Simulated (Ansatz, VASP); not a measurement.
## Two plane-wave programs on Te17Mo8

```
CELL_PARAMETERS angstrom
-3.55666 -6.16032 0.00000
7.11333 0.00000 0.00000
0.00000 0.00000 15.33161
ATOMIC_POSITIONS crystal
Te 0.16548 0.83638 0.60589
Te 0.16582 0.33451 0.60581
Te 0.66745 0.83612 0.60579
Te 0.66630 0.33543 0.60563
Te 0.33672 0.16533 0.15989
Te 0.33594 0.66528 0.15590
Te 0.83566 0.16507 0.15991
Te 0.83538 0.66401 0.15999
Te 0.33468 0.16472 0.39313
Te 0.33580 0.66518 0.39331
Te 0.83668 0.16451 0.39308
Te 0.83634 0.66631 0.39319
Te 0.16609 0.83541 0.83893
Te 0.16653 0.33650 0.83915
Te 0.66521 0.83510 0.83903
Te 0.66621 0.33549 0.84305
Te 0.00067 0.99925 0.99954
Mo 0.16998 0.83092 0.27547
Mo 0.17032 0.33364 0.27534
Mo 0.66742 0.83072 0.27542
Mo 0.66929 0.33171 0.27780
Mo 0.33476 0.17020 0.72356
Mo 0.33282 0.66903 0.72116
Mo 0.83218 0.16980 0.72351
Mo 0.83158 0.66693 0.72352
```

Alike in both runs: functional PBE; k mesh 2 × 2 × 2; occupations gaussian, width 0.01 eV; no spin polarisation.

Ansatz relaxed the structure, and its values are those at the end. VASP's run is a single point on that final structure, the one shown.

```csv
,VASP,Ansatz
version,VASP 6.6.1,Ansatz 0.2.0
potentials or method,"VASP PAW PBE potentials, release 64 (Te, Mo_sv), cutoff 520 eV","scalar-relativistic, plane waves, PAW"
valence electrons in the cell,214,384
```

|  | VASP | Ansatz | Ansatz less VASP |
| --- | --- | --- | --- |
| gap on the k mesh at the Fermi level (eV) | 0.27 | 0.27 | -0.002 |
| least direct gap on the mesh (eV) | 0.46 | 0.46 | -0.003 |
| rms of the force components (eV/Å) | 0.012 | 0.007 | -0.0052 |

VASP's potentials hold 214 valence electrons a cell and Ansatz's 384, so a difference there can come from the potentials and not from the codes.

The k mesh is coarse, so the values compare programs but aren't converged. Neither program's run includes spin-orbit coupling.
